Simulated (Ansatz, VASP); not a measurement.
Two plane-wave programs on CO2

```xyz
12
Lattice="5.9134 0.0000 0.0000 0.0000 5.9134 0.0000 0.0000 0.0000 6.3570" Properties=species:S:1:pos:R:3 pbc="T T T"
C     0.0000    0.0000    0.0000
C     2.9567    0.0000    3.1785
C     2.9567    2.9567    0.0000
C     0.0000    2.9567    3.1785
O     0.6593    0.6593    0.7087
O     2.2975    5.2542    3.8872
O     3.6160    2.2975    5.6483
O     5.2542    3.6160    2.4698
O     5.2542    5.2542    5.6483
O     3.6160    0.6593    2.4698
O     2.2975    3.6160    0.7087
O     0.6593    2.2975    3.8872
```

Alike in both runs: task single point; functional PBE; k mesh 4 × 4 × 4; occupations gaussian, width 0.05 eV; no spin polarisation.

```csv
,VASP,Ansatz
version,VASP 6.6.1,Ansatz 0.2.0
potentials or method,"VASP PAW PBE potentials, release 64 (C, O), cutoff 520 eV","scalar-relativistic, plane waves, PAW"
valence electrons in the cell,64,64
```

Ansatz gave:

- gap on the k mesh at the Fermi level (eV): 6.58
- least direct gap on the mesh (eV): 6.58
- pressure (GPa): -0.3
- traceless stress, the component that is largest in VASP (GPa): -0.19
- rms of the force components (eV/Å): 0.066

**Question.** Which values does VASP return?

**Answer.** gap on the k mesh at the Fermi level (eV): 6.56; least direct gap on the mesh (eV): 6.56; pressure (GPa): 0.9; traceless stress, the component that is largest in VASP (GPa): -0.05; rms of the force components (eV/Å): 0.231.

Atom by atom the forces differ by 0.297 eV/Å (rms over components). One of these differences is far larger than is usual between the two programs; its cause wasn't traced.

Noted on VASP's run: the standard files for N, O and F lose accuracy on very short bonds.
